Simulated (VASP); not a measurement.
Write the native input for VASP 6.6.1 that does the following.

| Item | Value |
| --- | --- |
| Task | single point |
| Functional | PBE |
| Dispersion | D4 |
| Potentials or basis | VASP PAW PBE potentials, release 64 (Ba_sv, F_h) |
| Cutoff | 1350 eV |
| k mesh | 5 × 5 × 5 |
| Occupations | gaussian, width 0.01 eV |
| Spin | no spin polarisation |
| Dipole correction | no |
| Further INCAR settings | ALGO = Normal; EDIFF = 1e-06; NBANDS = 19 |

The structure of BaF2 lies in POSCAR:

```
BaF2
1.0
    0.0000000000      3.1057544629      3.1057544629
    3.1057544629      0.0000000000      3.1057544629
    3.1057544629      3.1057544629      0.0000000000
Ba F
1 2
Direct
    0.0000000000      0.0000000000      0.0000000000
    0.2500000000      0.2500000000      0.2500000000
    0.7500000000      0.7500000000      0.7500000000
```

One way to write it, as run:

INCAR

```
PREC = Accurate
ENCUT = 1350
EDIFF = 1E-6
ISMEAR = 0
SIGMA = 0.01
LREAL = F
LASPH = T
NELM = 120
ALGO = Normal
ISIF = 2
LWAVE = F
LCHARG = F
GGA = PE
IVDW = 13
NBANDS = 19
GGA_COMPAT = F
```

KPOINTS

```
regular mesh
0
Gamma
  5 5 5
```

Potentials or basis: VASP PAW PBE potentials, release 64 (Ba_sv, F_h).

Command:

```sh
$ cat potpaw_PBE.64/Ba_sv/POTCAR potpaw_PBE.64/F_h/POTCAR > POTCAR
$ mpirun -np 1 vasp_std > vasp.out
```

Results of the run:

```yaml
Pressure: 0.9 GPa
Band_gap_on_the_k_mesh: 6.75 eV (least direct gap 6.82 eV)
Dispersion_energy_per_atom: -0.116 eV
```

Caveat: spin-orbit coupling is left out, which moves the levels of the heavy elements; an odd mesh through Γ misses points on the zone boundary, where band edges can lie.

Wall time 53 s on 1 thread of Intel(R) Xeon(R) Platinum 8259CL CPU @ 2.50GHz (Skylake/Cascade Lake), on a shared host, peak memory 0.4 GiB.
